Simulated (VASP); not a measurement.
# P (P4/mmm) in VASP: single point with r2SCAN

Aim: the single point of P with r2SCAN.

All numbers are computed with VASP 6.6.1; they aren't measurements. Logs are shortened: lines on timing, memory, paths and dates and some standing lists are left out, and cuts for length are marked.

## Step 1: The cell of the first run

It takes space group P4/mmm (No. 123, tetragonal). The conventional cell has a = 4.273 Å, b = 4.273 Å, c = 4.378 Å, α = 90.00°, β = 90.00°, γ = 90.00°. P (site symmetry 4/mmm) has 6 P at 4.27 to 4.38 Å within 5.6 Å.

## Step 2: Single point, r2SCAN

Contents of POSCAR:

```
P
1.0
    4.2729048574      0.0000000000      0.0000000000
    0.0000000000      4.2729048574      0.0000000000
    0.0000000000      0.0000000000      4.3780000000
P
1
Direct
    0.0000000000      0.0000000000      0.0000000000
```

Contents of INCAR.step1:

```
SYSTEM = P
PREC = Accurate
ENCUT = 520
ISMEAR = 0
SIGMA = 0.15
LREAL = .False.
LASPH = .True.
NELM = 60
NBANDS = 8
GGA = PE
ALGO = Normal
EDIFF = 1E-4
LWAVE = .True.
LCHARG = .False.
```

Contents of INCAR.step2:

```
SYSTEM = P
PREC = Accurate
ENCUT = 520
EDIFF = 1E-6
ISMEAR = 0
SIGMA = 0.15
LREAL = .False.
LASPH = .True.
NELM = 60
ALGO = Normal
ISIF = 2
LWAVE = .False.
LCHARG = .True.
METAGGA = R2SCAN
LMIXTAU = .True.
LELF = .True.
LVHAR = .True.
NBANDS = 8
ISTART = 1
```

Contents of KPOINTS:

```
Automatic mesh
0
Gamma
  12 12 12
  0 0 0
```

Potentials or basis: VASP PAW PBE potentials, release 64 (P).

Command:

```
$ cat potpaw_PBE.64/P/POTCAR > POTCAR
$ cp INCAR.step1 INCAR
$ mpirun -np 1 vasp_std > vasp.out
$ cp INCAR.step2 INCAR
$ mpirun -np 1 vasp_std > vasp.out
```

OUTCAR:

```text
SYSTEM = P
   PREC = Accurate
   ENCUT = 520
   EDIFF = 1E-6
   ISMEAR = 0
   LREAL = .False.
   LASPH = .True.
   NELM = 60
   ISIF = 2
   METAGGA = R2SCAN
   ISTART = 1

 ion  position               nearest neighbor table
   1  0.000  0.000  0.000-

  LATTYP: Found a simple tetragonal cell.
 ALAT       =     4.2729048574
 C/A-ratio  =     1.0245957132

  Lattice vectors:

 A1 = (   4.2729048574,   0.0000000000,   0.0000000000)
 A2 = (   0.0000000000,   4.2729048574,   0.0000000000)
 A3 = (   0.0000000000,   0.0000000000,   4.3780000000)

Analysis of symmetry for initial positions (statically):
=====================================================================
 Subroutine PRICEL returns:
 Original cell was already a primitive cell.

 Routine SETGRP: Setting up the symmetry group for a
 simple tetragonal supercell.

 Subroutine GETGRP returns: Found 16 space group operations
 (whereof 16 operations were pure point group operations)
 out of a pool of 16 trial point group operations.

The static configuration has the point symmetry D_4h.

Analysis of symmetry for dynamics (positions and initial velocities):
=====================================================================
 Subroutine PRICEL returns:
 Original cell was already a primitive cell.

 Routine SETGRP: Setting up the symmetry group for a
 simple tetragonal supercell.

 Subroutine GETGRP returns: Found 16 space group operations
 (whereof 16 operations were pure point group operations)
 out of a pool of 16 trial point group operations.

The dynamic configuration has the point symmetry D_4h.

 Subroutine INISYM returns: Found 16 space group operations
 (whereof 16 operations are pure point group operations),
 and found     1 'primitive' translations

----------------------------------------------------------------------------------------

                                     Primitive cell

  volume of cell :      79.9323

  direct lattice vectors                    reciprocal lattice vectors
     4.272904857  0.000000000  0.000000000     0.234032826  0.000000000  0.000000000
     0.000000000  4.272904857  0.000000000     0.000000000  0.234032826  0.000000000
     0.000000000  0.000000000  4.378000000     0.000000000  0.000000000  0.228414801

  length of vectors
     4.272904857  4.272904857  4.378000000     0.234032826  0.234032826  0.228414801

  position of ions in fractional coordinates (direct lattice)
     0.000000000  0.000000000  0.000000000

  ion indices of the primitive-cell ions
   primitive index   ion index
                 1           1

----------------------------------------------------------------------------------------

 KPOINTS: Automatic mesh

Automatic generation of k-mesh.
 Grid dimensions read from file:
 generate k-points for:   12   12   12

 Generating k-lattice:

  Cartesian coordinates                     Fractional coordinates (reciprocal lattice)
     0.019502736  0.000000000  0.000000000     0.083333333  0.000000000  0.000000000
     0.000000000  0.019502736  0.000000000     0.000000000  0.083333333  0.000000000
     0.000000000  0.000000000  0.019034567     0.000000000  0.000000000  0.083333333

  Length of vectors
     0.019502736  0.019502736  0.019034567

  Shift w.r.t. Gamma in fractional coordinates (k-lattice)
     0.000000000  0.000000000  0.000000000

 Subroutine IBZKPT returns following result:
 ===========================================

 Found    196 irreducible k-points:

 Following reciprocal coordinates:
            Coordinates               Weight
  0.000000  0.000000  0.000000      1.000000
  0.083333  0.000000  0.000000      4.000000
  0.166667  0.000000  0.000000      4.000000
  0.250000  0.000000  0.000000      4.000000
  0.333333  0.000000  0.000000      4.000000
  0.416667  0.000000  0.000000      4.000000
[... 16 lines left out ...]
  0.333333  0.333333  0.000000      4.000000
  0.416667  0.333333  0.000000      8.000000
 [... further k-points ...]
   k-points           NKPTS =    196   k-points in BZ     NKDIM =    196   number of bands    NBANDS=      8
   number of dos      NEDOS =    301   number of ions     NIONS =      1
   total plane-waves  NPLWV =  36864
   dimension x,y,z NGX =    32 NGY =   32 NGZ =   36
   dimension x,y,z NGXF=    64 NGYF=   64 NGZF=   72
   ions per type =               1
   NGX,Y,Z   is equivalent  to a cutoff of  12.45, 12.45, 13.67 a.u.
   NGXF,Y,Z  is equivalent  to a cutoff of  24.90, 24.90, 27.34 a.u.
 SYSTEM =  P
   PREC   = accura    normal or accurate (medium, high low for compatibility)
   ISTART =      1    job   : 0-new  1-cont  2-samecut
   ICHARG =      0    charge: 1-file 2-atom 10-const
   ISPIN  =      1    spin polarized calculation?
   LNONCOLLINEAR =      F non collinear calculations
   LSORBIT =      F    spin-orbit coupling
   LASPH  =      T    aspherical Exc in radial PAW
   ENCUT  =  520.0 eV  38.22 Ry    6.18 a.u.   7.94  7.94  8.14*2*pi/ulx,y,z
   NELM   =     60;   NELMIN=  2; NELMDL=  0     # of ELM steps
   EDIFF  = 0.1E-05   stopping-criterion for ELM
   LREAL  =      F    real-space projection
   EDIFFG = 0.1E-04   stopping-criterion for IOM
   NSW    =      0    number of steps for IOM
   IBRION =     -1    ionic relax: 0-MD 1-quasi-New 2-CG
   NFREE  =      0    steps in history (QN), initial steepest desc. (CG)
   ISIF   =      2    stress and relaxation
   ISYM   =      2    0-nonsym 1-usesym 2-fastsym
   POTIM  = 0.5000    time-step for ionic-motion
   TEBEG  =    0.0;   TEEND  =   0.0 temperature during run
   PSTRESS=    0.0 pullay stress
   NELECT =       5.0000    total number of electrons
   NUPDOWN=      -1.0000    fix difference up-down
   EMIN   =  10.00;   EMAX   =-10.00  energy-range for DOS
   EFERMI =   0.00;   METHOD = LEGACY
   ISMEAR =     0;   SIGMA  =   0.15  broadening in eV -4-tet -1-fermi 0-gaus
   EFERMI_NEDOS =   21; number of points for ismear=-14 and -15
   IALGO  =     38    algorithm
   IMIX   =      4    mixing-type and parameters
     AMIX     =   0.40;   BMIX     =  1.00
     AMIX_MAG =   1.60;   BMIX_MAG =  1.00
  volume/ion in A,a.u.               =      79.93       539.41
  Fermi-wavevector in a.u.,A,eV,Ry     =   0.649866  1.228069  5.746099  0.422326
  Thomas-Fermi vector in A             =   1.718961
   LORBIT       =      0    0 simple, 1 ext, 2 COOP (PROOUT), +10 PAW based schemes
   METAGGA = R2SCAN    functional components
   LHFCALC =     F    Hartree Fock is set to
   AEXX    =    0.0000 exact exchange contribution
   IVDW    =     0    specifies the selected vdW correction
   LEPSILON=     F    determine dielectric tensor
   LRPA    =     F    only Hartree local field effects (RPA)
 non-spin polarized calculation
 Gauss-broadening in eV      SIGMA  =   0.15
  energy-cutoff  :      520.00
  volume of cell :       79.93
 maximum number of plane-waves:      2208
 NGX is ok and might be reduce to    32
   NGX = 15   NGY = 15   NGZ = 17

 number of electron       4.9999999 magnetization

 Free energy of the ion-electron system (eV)
  ---------------------------------------------------
  ext. energy  EPLUGINS =         0.00000000
  ---------------------------------------------------
  free energy    TOTEN  =        -4.32744610 eV

  energy without entropy =       -4.29094021  energy(sigma->0) =       -4.30919316

 E-fermi :  -3.2329     XC(G=0):  -5.1967

 val. band max:       -3.2404589900   @ k =   0.3333   0.1667   0.2500
 cond. band min:      -3.2328694627   @ k =   0.2500   0.0833   0.5000
 fundamental gap:      0.0075895273
 Fermi energy:        -3.2329183837

 k-point     1 :       0.0000    0.0000    0.0000
  band No.  band energies     occupation
      1     -12.4239      2.00000
      2      -2.7707      0.00001
      3      -2.6549      0.00000
      4      -2.6549      0.00000
      5       1.8047      0.00000
      6       4.8172      0.00000
      7       4.9050      0.00000
      8       9.5775      0.00000

 k-point     2 :       0.0833    0.0000    0.0000
  band No.  band energies     occupation
      1     -12.4121      2.00000
      2      -2.7802      0.00002
      3      -2.7604      0.00001
      4      -2.6450      0.00000
      5       1.9240      0.00000
      6       4.8704      0.00000
      7       5.0134      0.00000
      8       9.0513      0.00000

 k-point     3 :       0.1667    0.0000    0.0000
  band No.  band energies     occupation
      1     -12.3795      2.00000
      2      -3.0918      0.18325
      3      -2.7321      0.00000
      4      -2.6178      0.00000
      5       2.2293      0.00000
      6       4.9938      0.00000
      7       5.3000      0.00000
      8       8.3573      0.00000

 k-point     4 :       0.2500    0.0000    0.0000
  band No.  band energies     occupation
      1     -12.3338      2.00000
      2      -3.4645      1.97100
      3      -2.6926      0.00000
      4      -2.5800      0.00000
      5       2.6349      0.00000
      6       5.1733      0.00000
      7       5.5145      0.00000
      8       7.7505      0.00000

 k-point     5 :       0.3333    0.0000    0.0000
  band No.  band energies     occupation
      1     -12.2868      2.00000
      2      -3.7954      2.00000
      3      -2.6522      0.00000
      4      -2.5414      0.00000
      5       3.0942      0.00000
      6       5.3572      0.00000
      7       5.3873      0.00000
      8       7.2855      0.00000
[... 177 lines left out ...]
 k-point    22 :       0.5000    0.2500    0.0000
  band No.  band energies     occupation
      1     -12.1544      2.00000
      2      -3.9511      2.00000
      3      -3.2111      0.83701
      4      -2.5412      0.00000
      5       3.7316      0.00000
      6       4.7370      0.00000
      7       6.6359      0.00000
      8       6.8525      0.00000

 k-point    23 :       0.3333    0.3333    0.0000
  band No.  band energies     occupation
      1     -12.1566      2.00000
      2      -3.6252      1.99978
      3      -3.5504      1.99724
      4      -2.5432      0.00000
      5       3.5005      0.00000
      6       4.9069      0.00000
      7       6.8017      0.00000
      8       7.1236      0.00000

 k-point    24 :       0.4167    0.3333    0.0000
  band No.  band energies     occupation
      1     -12.1231      2.00000
      2      -3.8002      2.00000
      3      -3.5313      1.99510
      4      -2.5156      0.00000
      5       3.3824      0.00000
      6       5.0455      0.00000
      7       6.9183      0.00000
      8       7.1150      0.00000

 [... further k-points ...]

------------------------ aborting loop because EDIFF is reached ----------------------------------------

  FORCE on cell =-STRESS in cart. coord.  units (eV):
  Direction    XX          YY          ZZ          XY          YZ          ZX
  --------------------------------------------------------------------------------------
  -------------------------------------------------------------------------------------
  Total       -2.0551669     -2.0551669     -1.8533521      0.0000000      0.0000000      0.0000000
  in kB      -41.1941438    -41.1941438    -37.1489312      0.0000000      0.0000000      0.0000000
  external PRESSURE =     -39.8457396 kB  Pullay stress =       0.0000000 kB

 VOLUME and BASIS-vectors are now :
 -----------------------------------------------------------------------------
  energy-cutoff  :      520.00
  volume of cell :       79.93
      direct lattice vectors                 reciprocal lattice vectors
     4.272904857  0.000000000  0.000000000     0.234032826  0.000000000  0.000000000
     0.000000000  4.272904857  0.000000000     0.000000000  0.234032826  0.000000000
     0.000000000  0.000000000  4.378000000     0.000000000  0.000000000  0.228414801

 POSITION                                       TOTAL-FORCE (eV/Angst)
 -----------------------------------------------------------------------------------
      0.00000      0.00000      0.00000         0.000000      0.000000      0.000000
 -----------------------------------------------------------------------------------
    total drift:                                0.000000      0.000000      0.000000

  FREE ENERGIE OF THE ION-ELECTRON SYSTEM (eV)
  ---------------------------------------------------
  free  energy   TOTEN  =        -4.3274461047 eV

  energy  without entropy=       -4.2909402099  energy(sigma->0) =       -4.30919316
```

It took 99 s on 1 thread of Intel Xeon 6975P-C (Granite Rapids), shared host; peak memory 0.26 GiB.

Results:

| Quantity | Value |
| --- | --- |
| Free energy | -4.3274 eV |
| Pressure | -4.0 GPa |
| Band gap on the k mesh | zero (an odd number of electrons rules out a gap without spin polarisation) |

Levels at points of the mesh, in eV from the Fermi level:
| k point | band 1 | band 2 | band 3 | band 4 | band 5 | band 6 | band 7 |
| --- | --- | --- | --- | --- | --- | --- | --- |
| (0.00, 0.00, 0.00) | -9.19 | 0.46 | 0.58 | 0.58 | 5.04 | 8.05 | 8.14 |
| (0.50, 0.00, 0.00) | -9.01 | -0.86 | 0.62 | 0.73 | 7.12 | 7.85 | 8.87 |
| (0.50, 0.50, 0.00) | -8.83 | -0.56 | -0.56 | 0.76 | 6.18 | 8.85 | 10.34 |
| (0.00, 0.00, 0.50) | -9.04 | -0.81 | 0.71 | 0.71 | 7.09 | 7.78 | 8.83 |
| (0.50, 0.00, 0.50) | -8.87 | -0.60 | -0.50 | 0.84 | 6.15 | 8.85 | 10.27 |
| (0.50, 0.50, 0.50) | -8.70 | -0.34 | -0.34 | -0.25 | 7.35 | 7.44 | 7.44 |

Caveat: the cell stands under tension; the PAW data sets were made with another functional, which shifts forces and pressure a little.
